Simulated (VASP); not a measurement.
A run of VASP 6.6.1 is set up as follows.

The input INCAR:

```
PREC     = Accurate       # precision mode
ENCUT    = 520            # plane-wave cutoff, eV
EDIFF    = 1E-6           # SCF threshold, eV
ISMEAR   = 0              # smearing method
SIGMA    = 0.1            # smearing width, eV
LREAL    = False          # projectors in reciprocal space
LASPH    = True           # aspherical terms in the spheres
NELM     = 150            # most SCF steps
ALGO     = Normal         # electronic algorithm
ISIF     = 2              # what is computed and relaxed
LWAVE    = False          # write WAVECAR
LCHARG   = False          # write CHGCAR
ISPIN    = 2              # spin polarisation
MAGMOM   = 1 0 0 0 0      # initial moments
LORBIT   = 11             # projections on sites
LMAXMIX  = 4              # l up to which the mixer works
GGA      = PE             # functional
NBANDS   = 29             # bands
```

KPOINTS

```
Automatic mesh
0
Gamma
  4 4 2
```

File POSCAR:

```
TiSb2Se2
1.0
    4.4398398800      0.0000000000      0.0000000000
    0.0000000000      4.4398398800      0.0000000000
    0.0000000000      0.0000000000      7.8972363200
Ti Sb Se
1 2 2
Direct
    0.0000000000      0.0000000000      0.0000000000
    0.5000000000      0.0000000000      0.0000000000
    0.0000000000      0.5000000000      0.0000000000
    0.0000000000      0.0000000000      0.6329599800
    0.0000000000      0.0000000000      0.3670400200
```

Potentials or basis: VASP PAW PBE potentials, release 64 (Ti_sv, Sb, Se).

Command:

```sh
$ cat potpaw_PBE.64/Ti_sv/POTCAR potpaw_PBE.64/Sb/POTCAR potpaw_PBE.64/Se/POTCAR > POTCAR
$ mpirun -np 1 vasp_std > vasp.out
```

(1) Predict the net moment.

(2) Estimate the pressure.

(3) What does it give for the band gap on the k mesh?

(4) What does it give for the largest force?

Results:

(1) 0.00 μB per cell.

(2) 23.8 GPa.

(3) zero (filled and empty bands overlap).

(4) 3.622 eV/Å.

Caveat: the k points lie up to 0.40 Å⁻¹ apart, too coarse for converged energies and pressures of a metal; spin-orbit coupling is left out, which moves the levels of the heavy elements; forces of over 1 eV/Å act on the atoms, so gaps and moduli don't describe the material at rest.
